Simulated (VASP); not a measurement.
Input of a VASP 6.6.1 run:

The input INCAR:

```
ALGO = Normal
EDIFF = 1E-6
ENCUT = 520
GGA = PS
ISIF = 2
ISMEAR = -1
LASPH = True
LCHARG = True
LELF = True
LREAL = False
LVHAR = True
LWAVE = False
NBANDS = 51
NELM = 60
PREC = Accurate
SIGMA = 0.08
```

File KPOINTS:

```
k-points
0
Gamma
  13 9 1
```

Contents of POSCAR:

```
Ru
1.0
    2.6907521390      0.0000000000      0.0000000000
    0.0000000000      4.2493843975      0.0000000000
    0.0000000000      0.0000000000     21.4373000000
Ru
6
Direct
    0.7500000000      0.7500000000      0.3793277458
    0.2500000000      0.2500000000      0.4090318242
    0.2500000000      0.7500000000      0.4830371878
    0.7500000000      0.2500000000      0.5169628122
    0.7500000000      0.7500000000      0.5909681755
    0.2500000000      0.2500000000      0.6206722545
```

Potentials or basis: VASP PAW PBE potentials, release 64 (Ru_pv).

Run with:

```bash
$ cat potpaw_PBE.64/Ru_pv/POTCAR > POTCAR
$ mpirun -np 1 vasp_std > vasp.out
```

Q: Predict the band gap on the k mesh.

A: Zero (band 42 reaches 1.83 eV, above the bottom of band 43 at 0.42 eV).

Q: Predict the largest force.

A: 0.009 eV/Å.

Forces on the atoms (eV/Å):
```
Ru   0.000  0.000 -0.009
Ru   0.000  0.000 -0.007
Ru   0.000  0.000 -0.002
Ru   0.000  0.000  0.002
Ru   0.000  0.000  0.007
Ru   0.000  0.000  0.009
```

Caveat: the PAW data sets were made with another functional, which shifts forces and pressure a little.
